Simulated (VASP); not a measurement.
# Ti2Cl (P6_3/mmc) in VASP: relaxation of cell and atoms with PBE

Aim: the relaxation of cell and atoms of Ti2Cl with PBE.

All numbers are computed with VASP 6.6.1; they aren't measurements. Logs are shortened: lines on timing, memory, paths and dates and some standing lists are left out, and cuts for length are marked.

### 1 The cell of the first run

Symmetry: P6_3/mmc, No. 194, hexagonal system. Conventional cell: a = 3.133 Å, b = 3.133 Å, c = 11.621 Å, α = 90.00°, β = 90.00°, γ = 120.00°. Within 3.4 Å of Ti (site symmetry 3m) lie 3 Cl at 2.60 Å and 9 Ti at 2.75 to 3.13 Å. Cl (site symmetry -6m2) has 6 Ti at 2.60 Å and 6 Cl at 3.13 Å within 3.4 Å.

### 2 Relaxation of cell and atoms, PBE

Contents of INCAR:

```
SYSTEM = Ti2Cl
  ALGO = Normal
  EDIFF = 1E-6
  EDIFFG = -0.01
  ENCUT = 600
  GGA = PE
  IBRION = 2
  ISIF = 3
  ISMEAR = 0
  LASPH = .TRUE.
  LCHARG = .FALSE.
  LREAL = .FALSE.
  LWAVE = .FALSE.
  NELM = 80
  NSW = 100
  PREC = Accurate
  SIGMA = 0.1
```

Contents of KPOINTS:

```
k-points
0
G
  12 12 4
  0 0 0
```

Contents of POSCAR:

```
Ti2Cl
1.0
    3.1334848417      0.0000000000      0.0000000000
   -1.5667424208      2.7136774753      0.0000000000
    0.0000000000      0.0000000000     11.6213974588
Ti Cl
4 2
Direct
    0.3333333333      0.6666666667      0.4107271824
    0.3333333333      0.6666666667      0.0892728176
    0.6666666667      0.3333333333      0.9107271824
    0.6666666667      0.3333333333      0.5892728176
    0.0000000000      0.0000000000      0.2500000000
    0.0000000000      0.0000000000      0.7500000000
```

Potentials or basis: VASP PAW PBE potentials, release 64 (Ti_sv, Cl).

Command:

```
> cat potpaw_PBE.64/Ti_sv/POTCAR potpaw_PBE.64/Cl/POTCAR > POTCAR
> mpirun -np 1 vasp_std > vasp.out
```

OUTCAR:

```text
SYSTEM = Ti2Cl
   EDIFF = 1E-6
   EDIFFG = -0.01
   ENCUT = 600
   GGA = PE
   IBRION = 2
   ISIF = 3
   ISMEAR = 0
   LASPH = .TRUE.
   LREAL = .FALSE.
   NELM = 80
   NSW = 100
   PREC = Accurate

 ion  position               nearest neighbor table
   1  0.333  0.667  0.411-   5 2.60   5 2.60   5 2.60   4 2.75   4 2.75   4 2.75
   2  0.333  0.667  0.089-   5 2.60   5 2.60   5 2.60   3 2.75   3 2.75   3 2.75
   3  0.667  0.333  0.911-   6 2.60   6 2.60   6 2.60   2 2.75   2 2.75   2 2.75
   4  0.667  0.333  0.589-   6 2.60   6 2.60   6 2.60   1 2.75   1 2.75   1 2.75
   5  0.000  0.000  0.250-   1 2.60   2 2.60   1 2.60   2 2.60   1 2.60   2 2.60
   6  0.000  0.000  0.750-   3 2.60   4 2.60   3 2.60   4 2.60   3 2.60   4 2.60

  LATTYP: Found a hexagonal cell.
 ALAT       =     3.1334848417
 C/A-ratio  =     3.7087773026

  Lattice vectors:

 A1 = (   3.1334848417,   0.0000000000,   0.0000000000)
 A2 = (  -1.5667424208,   2.7136774753,   0.0000000000)
 A3 = (   0.0000000000,   0.0000000000,  11.6213974588)

Analysis of symmetry for initial positions (statically):
=====================================================================
 Subroutine PRICEL returns:
 Original cell was already a primitive cell.

 Routine SETGRP: Setting up the symmetry group for a
 hexagonal supercell.

 Subroutine GETGRP returns: Found 24 space group operations
 (whereof 12 operations were pure point group operations)
 out of a pool of 24 trial point group operations.

The static configuration has the point symmetry D_3d.
 The point group associated with its full space group is D_6h.

Analysis of symmetry for dynamics (positions and initial velocities):
=====================================================================
 Subroutine PRICEL returns:
 Original cell was already a primitive cell.

 Routine SETGRP: Setting up the symmetry group for a
 hexagonal supercell.

 Subroutine GETGRP returns: Found 24 space group operations
 (whereof 12 operations were pure point group operations)
 out of a pool of 24 trial point group operations.

The dynamic configuration has the point symmetry D_3d.
 The point group associated with its full space group is D_6h.

 Subroutine INISYM returns: Found 24 space group operations
 (whereof 12 operations are pure point group operations),
 and found     1 'primitive' translations

----------------------------------------------------------------------------------------

                                     Primitive cell

  volume of cell :      98.8198

  direct lattice vectors                    reciprocal lattice vectors
     3.133484842  0.000000000  0.000000000     0.319133505  0.184251815  0.000000000
    -1.566742421  2.713677475  0.000000000     0.000000000  0.368503630  0.000000000
     0.000000000  0.000000000 11.621397459     0.000000000  0.000000000  0.086048171

  length of vectors
     3.133484842  3.133484842 11.621397459     0.368503630  0.368503630  0.086048171

  position of ions in fractional coordinates (direct lattice)
     0.333333333  0.666666667  0.410727182
     0.333333333  0.666666667  0.089272818
     0.666666667  0.333333333  0.910727182
     0.666666667  0.333333333  0.589272818
     0.000000000  0.000000000  0.250000000
     0.000000000  0.000000000  0.750000000

  ion indices of the primitive-cell ions
   primitive index   ion index
                 1           1
                 2           2
                 3           3
                 4           4
                 5           5
                 6           6

----------------------------------------------------------------------------------------

 KPOINTS: k-points

Automatic generation of k-mesh.
 Grid dimensions read from file:
 generate k-points for:   12   12    4

 Generating k-lattice:

  Cartesian coordinates                     Fractional coordinates (reciprocal lattice)
     0.026594459  0.015354318  0.000000000     0.083333333  0.000000000  0.000000000
     0.000000000  0.030708636  0.000000000     0.000000000  0.083333333  0.000000000
     0.000000000  0.000000000  0.021512043     0.000000000  0.000000000  0.250000000

  Length of vectors
     0.030708636  0.030708636  0.021512043

  Shift w.r.t. Gamma in fractional coordinates (k-lattice)
     0.000000000  0.000000000  0.000000000

 Subroutine IBZKPT returns following result:
 ===========================================

 Found     57 irreducible k-points:

 Following reciprocal coordinates:
            Coordinates               Weight
  0.000000  0.000000  0.000000      1.000000
  0.083333  0.000000  0.000000      6.000000
  0.166667  0.000000  0.000000      6.000000
  0.250000  0.000000  0.000000      6.000000
  0.333333  0.000000  0.000000      6.000000
  0.416667 -0.000000  0.000000      6.000000
[... 16 lines left out ...]
  0.250000  0.000000  0.250000     12.000000
  0.333333  0.000000  0.250000     12.000000
 [... further k-points ...]
   k-points           NKPTS =     57   k-points in BZ     NKDIM =     57   number of bands    NBANDS=     37
   number of dos      NEDOS =    301   number of ions     NIONS =      6
   total plane-waves  NPLWV =  75264
   dimension x,y,z NGX =    28 NGY =   28 NGZ =   96
   dimension x,y,z NGXF=    56 NGYF=   56 NGZF=  192
   ions per type =               4   2
   NGX,Y,Z   is equivalent  to a cutoff of  14.86, 14.86, 13.73 a.u.
   NGXF,Y,Z  is equivalent  to a cutoff of  29.71, 29.71, 27.47 a.u.
 SYSTEM =  Ti2Cl
   PREC   = accura    normal or accurate (medium, high low for compatibility)
   ISTART =      0    job   : 0-new  1-cont  2-samecut
   ICHARG =      2    charge: 1-file 2-atom 10-const
   ISPIN  =      1    spin polarized calculation?
   LNONCOLLINEAR =      F non collinear calculations
   LSORBIT =      F    spin-orbit coupling
   LASPH  =      T    aspherical Exc in radial PAW
   ENCUT  =  600.0 eV  44.10 Ry    6.64 a.u.   6.26  6.26 23.21*2*pi/ulx,y,z
   NELM   =     80;   NELMIN=  2; NELMDL= -5     # of ELM steps
   EDIFF  = 0.1E-05   stopping-criterion for ELM
   LREAL  =      F    real-space projection
   EDIFFG = -.1E-01   stopping-criterion for IOM
   NSW    =    100    number of steps for IOM
   IBRION =      2    ionic relax: 0-MD 1-quasi-New 2-CG
   NFREE  =      1    steps in history (QN), initial steepest desc. (CG)
   ISIF   =      3    stress and relaxation
   ISYM   =      2    0-nonsym 1-usesym 2-fastsym
   POTIM  = 0.5000    time-step for ionic-motion
   TEBEG  =    0.0;   TEEND  =   0.0 temperature during run
   PSTRESS=    0.0 pullay stress
   NELECT =      62.0000    total number of electrons
   NUPDOWN=      -1.0000    fix difference up-down
   EMIN   =  10.00;   EMAX   =-10.00  energy-range for DOS
   EFERMI =   0.00;   METHOD = LEGACY
   ISMEAR =     0;   SIGMA  =   0.10  broadening in eV -4-tet -1-fermi 0-gaus
   EFERMI_NEDOS =   21; number of points for ismear=-14 and -15
   IALGO  =     38    algorithm
   IMIX   =      4    mixing-type and parameters
     AMIX     =   0.40;   BMIX     =  1.00
     AMIX_MAG =   1.60;   BMIX_MAG =  1.00
  volume/ion in A,a.u.               =      16.47       111.14
  Fermi-wavevector in a.u.,A,eV,Ry     =   1.401492  2.648436 26.724294  1.964180
  Thomas-Fermi vector in A             =   2.524348
   LORBIT       =      0    0 simple, 1 ext, 2 COOP (PROOUT), +10 PAW based schemes
   GGA     = PE    functional components
   LHFCALC =     F    Hartree Fock is set to
   AEXX    =    0.0000 exact exchange contribution
   IVDW    =     0    specifies the selected vdW correction
   LEPSILON=     F    determine dielectric tensor
   LRPA    =     F    only Hartree local field effects (RPA)
 conjugate gradient relaxation of ions
 non-spin polarized calculation
 Gauss-broadening in eV      SIGMA  =   0.10
  energy-cutoff  :      600.00
  volume of cell :       98.82
 maximum number of plane-waves:      3334
 NGX is ok and might be reduce to    28
   NGX = 13   NGY = 13   NGZ = 47

--------------------------------------- Ionic step        1  -------------------------------------------

 number of electron      62.0000006 magnetization

 Free energy of the ion-electron system (eV)
  ---------------------------------------------------
  ext. energy  EPLUGINS =         0.00000000
  ---------------------------------------------------
  free energy    TOTEN  =       -37.98722818 eV

  energy without entropy =      -37.94385279  energy(sigma->0) =      -37.96554048

------------------------ aborting loop because EDIFF is reached ----------------------------------------

  FORCE on cell =-STRESS in cart. coord.  units (eV):
  Direction    XX          YY          ZZ          XY          YZ          ZX
  --------------------------------------------------------------------------------------
  -------------------------------------------------------------------------------------
  Total        0.3882182      0.3882182      0.1860821      0.0000000     -0.0000000      0.0000000
  in kB        6.2942247      6.2942247      3.0169696      0.0000000     -0.0000000      0.0000000
  external PRESSURE =       5.2018063 kB  Pullay stress =       0.0000000 kB
[... 101 lines left out ...]
  FREE ENERGIE OF THE ION-ELECTRON SYSTEM (eV)
  ---------------------------------------------------
  free  energy   TOTEN  =       -37.9901520369 eV

  energy  without entropy=      -37.9451328264  energy(sigma->0) =      -37.96764243

[... ionic steps 4 to 10 ...]

--------------------------------------- Ionic step       11  -------------------------------------------

 number of electron      61.9999996 magnetization

------------------------ aborting loop because EDIFF is reached ----------------------------------------
[... 75 lines left out ...]
--------------------------------------- Ionic step       13  -------------------------------------------

 number of electron      61.9999996 magnetization

 Free energy of the ion-electron system (eV)
  ---------------------------------------------------
  ext. energy  EPLUGINS =         0.00000000
  ---------------------------------------------------
  free energy    TOTEN  =       -37.99539986 eV

  energy without entropy =      -37.95091477  energy(sigma->0) =      -37.97315731

 E-fermi :   9.1874     XC(G=0): -11.3129

 val. band max:        9.1736089504   @ k =   0.4167  -0.0000   0.0000
 cond. band min:       9.1897093204   @ k =   0.0833   0.0000   0.5000
 fundamental gap:      0.0161003700
 Fermi energy:         9.1873872590

 k-point     1 :       0.0000    0.0000    0.0000
  band No.  band energies     occupation
      1     -48.0860      2.00000
      2     -48.0850      2.00000
      3     -47.9647      2.00000
      4     -47.9637      2.00000
      5     -24.6331      2.00000
      6     -24.6057      2.00000
[... 949 lines left out ...]
     36      10.1907      0.00000
     37      10.4815      0.00000

 [... further k-points ...]

------------------------ aborting loop because EDIFF is reached ----------------------------------------

  FORCE on cell =-STRESS in cart. coord.  units (eV):
  Direction    XX          YY          ZZ          XY          YZ          ZX
  --------------------------------------------------------------------------------------
  -------------------------------------------------------------------------------------
  Total        0.0053921      0.0053921      0.0483160      0.0000000     -0.0000000      0.0000000
  in kB        0.0862417      0.0862417      0.7727695      0.0000000     -0.0000000      0.0000000
  external PRESSURE =       0.3150843 kB  Pullay stress =       0.0000000 kB
[... 21 lines left out ...]
  FREE ENERGIE OF THE ION-ELECTRON SYSTEM (eV)
  ---------------------------------------------------
  free  energy   TOTEN  =       -37.9953998616 eV

  energy  without entropy=      -37.9509147681  energy(sigma->0) =      -37.97315731

 reached required accuracy - stopping structural energy minimisation
```

Wall time 42 min (1 thread of Oxide Virtual Turin-like, shared host); peak memory 0.37 GiB.

Results:

```
Free energy                            : -37.9954 eV
Relaxed volume                         : 16.70 Å³/atom
Relaxed cell                           : a = 3.153 Å, b = 3.153 Å, c = 11.632 Å, α = 90.00°, β = 90.00°, γ = 120.00°
Space group after relaxing (to 0.05 Å) : P6_3/mmc (No. 194)
Energy gained by relaxing              : 1.4 meV/atom
Ionic steps                            : 13
Pressure after relaxing                : 0.0 GPa
Largest force after relaxing           : 0.004 eV/Å
Band gap on the k mesh                 : zero (band 31 reaches 9.44 eV, above the bottom of band 32 at 8.62 eV)
```

Forces in eV/Å, atoms in the order of the input:
```
Ti   0.000  0.000  0.004
Ti   0.000  0.000 -0.004
Ti   0.000  0.000  0.004
Ti   0.000  0.000 -0.004
Cl   0.000  0.000  0.000
Cl   0.000  0.000  0.000
```

The path:
```csv
step,energy change (eV),largest force (eV/Å),pressure (GPa),volume (Å³)
1,0.0000,0.0868,0.52,98.82
2,-0.0029,0.1087,-0.06,99.59
3,-0.0029,0.1314,-0.74,100.48
4,-0.0033,0.1221,-0.51,100.10
5,-0.0051,0.1048,-0.42,100.21
6,-0.0077,0.0161,-0.26,100.54
7,-0.0081,0.0076,-0.07,100.28
8,-0.0081,0.0041,0.01,100.19
9,-0.0081,0.0030,0.02,100.16
10,-0.0081,0.0006,0.10,100.10
11,-0.0081,0.0023,0.07,100.14
12,-0.0081,0.0025,0.05,100.15
13,-0.0082,0.0041,0.03,100.17
```

Final structure:
```yaml
crystal:
  lattice:
    - [3.15339, 0.00000, 0.00000]
    - [-1.57669, 2.73092, 0.00000]
    - [0.00000, 0.00000, 11.63231]
  atoms:
    - { symbol: Ti, position: [0.33333, 0.66667, 0.41281] }
    - { symbol: Ti, position: [0.33333, 0.66667, 0.08719] }
    - { symbol: Ti, position: [0.66667, 0.33333, 0.91281] }
    - { symbol: Ti, position: [0.66667, 0.33333, 0.58719] }
    - { symbol: Cl, position: [0.00000, 0.00000, 0.25000] }
    - { symbol: Cl, position: [0.00000, 0.00000, 0.75000] }
```
